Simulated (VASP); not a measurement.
The system is LiH.

```
CELL_PARAMETERS angstrom
0.00000 1.99847 1.99847
1.99847 0.00000 1.99847
1.99847 1.99847 0.00000
ATOMIC_POSITIONS crystal
Li 0.00000 0.00000 0.00000
H 0.50000 0.50000 0.50000
```

Base run:

- Program: VASP 6.6.1
- Functional: PBEsol
- Potentials or basis: VASP PAW PBE potentials, release 64 (Li_sv, H)
- Cutoff: 520 eV
- k mesh: 8 × 8 × 8
- Occupations: gaussian, width 0.01 eV
- Spin: no spin polarisation

Its results: band gap on the k mesh 2.74 eV.

Problem. After a change of settings the same cell gave: band gap on the k mesh 3.58 eV. Which change was it?
A. functional from PBEsol to r2SCAN
B. functional from PBEsol to PBE-based screened hybrid with 5 % exact exchange; k mesh from 8 × 8 × 8 to 6 × 6 × 6
C. functional from PBEsol to PBE-based screened hybrid with 40 % exact exchange; k mesh from 8 × 8 × 8 to 6 × 6 × 6
D. functional from PBEsol to HSE06; k mesh from 8 × 8 × 8 to 6 × 6 × 6

Solution. A.
